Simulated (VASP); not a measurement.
Set up this calculation in VASP 6.6.1, as the native input.

- Task: single point
- Functional: r2SCAN
- Potentials or basis: VASP PAW PBE potentials, release 64 (Ge_d)
- Cutoff: 520 eV
- k mesh: 8 × 8 × 5
- Occupations: methfessel-paxton, width 0.05 eV
- Spin: no spin polarisation
- Dipole correction: no
- Further INCAR settings: ALGO = Normal; EDIFF = 1e-07; NBANDS = 21

The system is Ge.

```
CELL_PARAMETERS angstrom
-2.49590 2.65086 1.43695
2.49590 -2.65086 1.43695
2.49590 2.65086 -1.43695
ATOMIC_POSITIONS crystal
Ge 0.29840 0.03724 0.23933
Ge 0.69452 0.94755 0.75384
```

The input as run:

POSCAR

```
Ge
1.0
   -2.4958980000      2.6508630000      1.4369470000
    2.4958980000     -2.6508630000      1.4369470000
    2.4958980000      2.6508630000     -1.4369470000
Ge
2
Direct
    0.2983960000      0.0372420000      0.2393350000
    0.6945250000      0.9475460000      0.7538390000
```

INCAR.step1

```
ALGO = Normal
EDIFF = 1E-4
ENCUT = 520
GGA = PE
ISMEAR = 1
LASPH = True
LCHARG = False
LREAL = False
LWAVE = True
NBANDS = 21
NELM = 60
PREC = Accurate
SIGMA = 0.05
```

INCAR.step2

```
ALGO = Normal
EDIFF = 1E-7
ENCUT = 520
ISIF = 2
ISMEAR = 1
ISTART = 1
LASPH = True
LCHARG = True
LELF = True
LMIXTAU = True
LREAL = False
LVHAR = True
LWAVE = False
METAGGA = R2SCAN
NBANDS = 21
NELM = 60
PREC = Accurate
SIGMA = 0.05
```

KPOINTS

```
k-points
0
Gamma
  8 8 5
```

Potentials or basis: VASP PAW PBE potentials, release 64 (Ge_d).

The run is started by

```bash
$ cat potpaw_PBE.64/Ge_d/POTCAR > POTCAR
$ cp INCAR.step1 INCAR
$ mpirun -np 1 vasp_std > vasp.out
$ cp INCAR.step2 INCAR
$ mpirun -np 1 vasp_std > vasp.out
```

Results of the run:

```json
{
  "Pressure": "-1.3 GPa",
  "Largest force": "0.040 eV/Å",
  "Band gap on the k mesh": "zero (bands 14 and 15 overlap by 4.64 eV)"
}
```

Caveat: the PAW data sets were made with another functional, which shifts forces and pressure a little.

Wall time 7.5 min on 1 thread of Intel(R) Xeon(R) Platinum 8488C (Sapphire Rapids), on a shared host, peak memory 0.24 GiB.
